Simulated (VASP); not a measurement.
Runs of VASP 6.6.1 on ZnO. The structure is that of space group P6_3/mmc (No. 194), or close to it. The cells are those of the table. 

```tsv
cell	gap on the mesh (eV)	pressure (GPa)
a = 3.235, b = 3.235, c = 7.366 Å, angles 90.0, 90.0, 120.0°, 4 atoms	(a)	3.1
a = 3.185, b = 3.185, c = 7.598 Å, angles 90.0, 90.0, 120.0°, 4 atoms	0.91	7.9
a = 3.381, b = 3.381, c = 6.745 Å, angles 90.0, 90.0, 120.0°, 4 atoms	(c)	-8.2
a = 3.471, b = 3.471, c = 6.398 Å, angles 90.0, 90.0, 120.0°, 4 atoms	(b)	-13.1
a = 3.542, b = 3.542, c = 6.145 Å, angles 90.0, 90.0, 120.0°, 4 atoms	0.32	-16.1
a = 3.094, b = 3.094, c = 8.052 Å, angles 90.0, 90.0, 120.0°, 4 atoms	0.91	18.6
```

Alike in all rows: task single point; level PBE+D3(BJ); potentials or basis VASP PAW PBE potentials, release 64 (Zn, O); no spin polarisation; k mesh 12 × 12 × 4; cutoff (eV) 520; smearing gaussian 0.05 eV.

Task: Fill in the values left out.

Result: (a) 0.88; (b) 0.50; (c) 0.69.

Caveats: semilocal functionals underestimate gaps, and a narrow one can read as zero (at least some runs); the stress differs along the axes, from -2 to 5 GPa (at least some runs); the stress differs along the axes, from -2 to 13 GPa (at least some runs); the stress differs along the axes, from -12 to -1 GPa (at least some runs); the stress differs along the axes, from -19 to -1 GPa (at least some runs); the stress differs along the axes, from -24 to -1 GPa (at least some runs); the stress differs along the axes, from -2 to 29 GPa (at least some runs).

A k mesh can miss the band edges.
